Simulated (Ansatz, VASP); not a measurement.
**WS2 in VASP and in Ansatz**

```
CELL_PARAMETERS angstrom
1.59387 0.92022 7.47445
-1.59387 0.92022 7.47445
0.00000 -1.84045 7.47445
ATOMIC_POSITIONS crystal
W 0.00068 0.00068 0.00068
S 0.40407 0.40407 0.40407
S 0.26395 0.26395 0.26395
```

Alike in both runs: functional PBE; k mesh 12 × 12 × 12; occupations gaussian, width 0.02 eV; no spin polarisation.

Ansatz relaxed the structure, and its values are those at the end. VASP's run is a single point on that final structure, the one shown.

```csv
,VASP,Ansatz
version,VASP 6.6.1,Ansatz 0.2.0
potentials or method,"VASP PAW PBE potentials, release 64 (W_sv, S), cutoff 520 eV","scalar-relativistic, plane waves, PAW"
valence electrons in the cell,26,26
```

```csv
,VASP,Ansatz,Ansatz less VASP
gap on the k mesh at the Fermi level (eV),1.65,1.64,-0.014
least direct gap on the mesh (eV),1.81,1.81,-0.003
pressure (GPa),0.0,0.0,+0.04
```

Spin-orbit coupling is off throughout.
